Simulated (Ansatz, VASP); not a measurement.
**Y3F in VASP and in Ansatz**

File INCAR:

```
SYSTEM = Y3F
PREC = Accurate
ENCUT = 520
EDIFF = 1E-7
ISMEAR = 0
SIGMA = 0.1
LREAL = .FALSE.
LASPH = .TRUE.
NELM = 100
ALGO = Normal
ISIF = 2
LWAVE = .FALSE.
LCHARG = .FALSE.
GGA = PE
NBANDS = 28
```

The input KPOINTS:

```
regular mesh
0
G
  4 4 4
  0 0 0
```

The input POSCAR:

```
Y3F
1.0
    4.4422375640      0.0000000000      0.0000000000
    0.0000000000      4.4422375640      0.0000000000
    0.0000000000      0.0000000000      4.3965775620
Y F
3 1
Direct
    0.0000000000      0.5000000000      0.5000000000
    0.5000000000      0.0000000000      0.5000000000
    0.5000000000      0.5000000000      0.0000000000
    0.0000000000      0.0000000000      0.0000000000
```

Input for Ansatz:

```yaml
crystal:
  lattice:
    - [4.442237564, 0.0, 0.0]
    - [0.0, 4.442237564, 0.0]
    - [0.0, 0.0, 4.396577562]
  atoms:
    - { symbol: "Y", position: [0.0, 0.5, 0.5] }
    - { symbol: "Y", position: [0.5, 0.0, 0.5] }
    - { symbol: "Y", position: [0.5, 0.5, 0.0] }
    - { symbol: F, position: [0.0, 0.0, 0.0] }
basis:
  ecutwfc: 420
kpoints:
  mp_grid: { grid: [4, 4, 4] }
hamiltonian:
  xc: pbe
scf:
  occupations: { method: gaussian, width: 0.1 }
  lower_state_search: "off"
output:
  forces: true
  stress: true
  eigenvalues: true
```

Alike in both runs: task single point; functional PBE; k mesh 4 × 4 × 4; occupations gaussian, width 0.1 eV; no spin polarisation.

|  | VASP | Ansatz |
| --- | --- | --- |
| version | VASP 6.6.1 | Ansatz 0.2.0 |
| potentials or method | VASP PAW PBE potentials, release 64 (Y_sv, F), cutoff 520 eV | scalar-relativistic, plane waves, PAW |
| valence electrons in the cell | 40 | 40 |

|  | VASP | Ansatz | Ansatz less VASP |
| --- | --- | --- | --- |
| gap on the k mesh at the Fermi level (eV) | none | none | - |
| pressure (GPa) | 12.5 | 12.6 | +0.16 |
| traceless stress, the component that is largest in VASP (GPa) | -0.28 | -0.28 | -0.004 |

A gap of «none» marks a metal or a gap that the smearing closes. The functional is the same, so the differences come from potentials, cutoffs and numerics.
